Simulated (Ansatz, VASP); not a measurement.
# P in VASP and in Ansatz

```xyz
1
Lattice="4.2729 0.0427 0.0427 0.0427 4.2729 0.0427 0.0438 0.0438 4.3780" Properties=species:S:1:pos:R:3 pbc="T T T"
P     0.0000    0.0000    0.0000
```

Change from the starting cell: equal xy, yz and zx shear strains of +2 %, PAW files.

Alike in both runs: task electric field gradients; functional PBEsol; k mesh 10 × 10 × 9; occupations fermi-dirac, width 0.08 eV; no spin polarisation.

|  | VASP | Ansatz |
| --- | --- | --- |
| version | VASP 6.6.1 | Ansatz 0.2.0 |
| potentials or method | VASP PAW PBE potentials, release 64 (P) | PAW with Ansatz's default frozen-core files, scalar-relativistic |
| plane-wave cutoff (eV) | 400 | 420 |
| valence electrons in the cell | 5 | 5 |

|  | VASP | Ansatz | Ansatz less VASP |
| --- | --- | --- | --- |
| pressure (GPa) | -3.8 | -3.8 | 0.00 |
| traceless stress, the component that is largest in VASP (GPa) | 0.31 | 0.31 | 0.000 |
| size of Vzz on the site where it differs most (V/Å²) | 1.1 | 1.1 | 0.00 |

VASP's potentials were made for PBE, not for PBEsol.
